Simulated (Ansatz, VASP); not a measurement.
**BaIr3 in VASP and in Ansatz**

```
Ba Ir
1.0
     4.23840    0.00000    0.00000
     0.00000    4.23840    0.00000
     0.00000    0.00000    4.23840
Ba Ir
1 3
Direct
  0.00000 0.00000 0.00000
  0.00000 0.50000 0.50000
  0.50000 0.00000 0.50000
  0.50000 0.50000 0.00000
```

Alike in both runs: task single point; functional PBE; k mesh 4 × 4 × 4; occupations gaussian, width 0.1 eV; no spin polarisation.

```csv
,VASP,Ansatz
version,VASP 6.6.1,Ansatz 0.2.0
potentials or method,"VASP PAW PBE potentials, release 64 (Ba_sv, Ir), cutoff 520 eV","scalar-relativistic, plane waves, PAW"
valence electrons in the cell,37,61
```

```tsv
	VASP	Ansatz	Ansatz less VASP
gap on the k mesh at the Fermi level (eV)	none	none	-
pressure (GPa)	2.1	-1.6	-3.66
```

A gap of «none» marks a metal or a gap that the smearing closes. The functional is the same, so the differences come from potentials, cutoffs and numerics. VASP's potentials hold 37 valence electrons a cell and Ansatz's 61, so a difference there can come from the potentials and not from the codes.

The k mesh is coarse, so the values compare programs but aren't converged. Neither program's run includes spin-orbit coupling.
